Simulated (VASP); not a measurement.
Write the native input for VASP 6.6.1 that does the following.

| Property | Result |
| --- | --- |
| Task | single point |
| Functional | PBE |
| Potentials or basis | VASP PAW PBE potentials, release 64 (Sn_d, Ge_d, N) |
| Cutoff | 520 eV |
| k mesh | 8 × 8 × 8 |
| Occupations | fermi-dirac, width 0.15 eV |
| Spin | no spin polarisation |
| Dipole correction | no |
| Further INCAR settings | ALGO = Normal; EDIFF = 1e-06; NBANDS = 38 |

The structure of SnGe3N lies in POSCAR:

```
SnGe3N
1.0
    5.2622900258      0.0000000000      0.0000000000
    0.0000000000      5.2622900258      0.0000000000
    0.0000000000      0.0000000000      5.2622900258
Sn Ge N
1 3 1
Direct
    0.5000000000      0.5000000000      0.5000000000
    0.0000000000      0.5000000000      0.5000000000
    0.5000000000      0.0000000000      0.5000000000
    0.5000000000      0.5000000000      0.0000000000
    0.0000000000      0.0000000000      0.0000000000
```

These files were run (other wordings do the same):

INCAR

```
SYSTEM = SnGe3N
PREC = Accurate
ENCUT = 520
EDIFF = 1E-6
ISMEAR = -1
SIGMA = 0.15
LREAL = .FALSE.
LASPH = .TRUE.
NELM = 80
ALGO = Normal
ISIF = 2
LWAVE = .FALSE.
LCHARG = .FALSE.
GGA = PE
NBANDS = 38
```

KPOINTS

```
Automatic mesh
0
G
  8 8 8
  0 0 0
```

Potentials or basis: VASP PAW PBE potentials, release 64 (Sn_d, Ge_d, N).

The run is started by

```console
$ cat potpaw_PBE.64/Sn_d/POTCAR potpaw_PBE.64/Ge_d/POTCAR potpaw_PBE.64/N/POTCAR > POTCAR
$ mpirun -np 1 vasp_std > vasp.out
```

It gave:

```json
{
  "Pressure": "0.0 GPa",
  "Band gap on the k mesh": "zero (an odd number of electrons rules out a gap without spin polarisation)"
}
```

Caveat: spin-orbit coupling is left out, which moves the levels of the heavy elements; an odd number of electrons without spin polarisation forces a metal; a magnetic or distorted state may lie lower.

Wall time 7.3 min on 1 thread of Intel Xeon 8259CL, with other jobs on the host, peak memory 0.35 GiB.
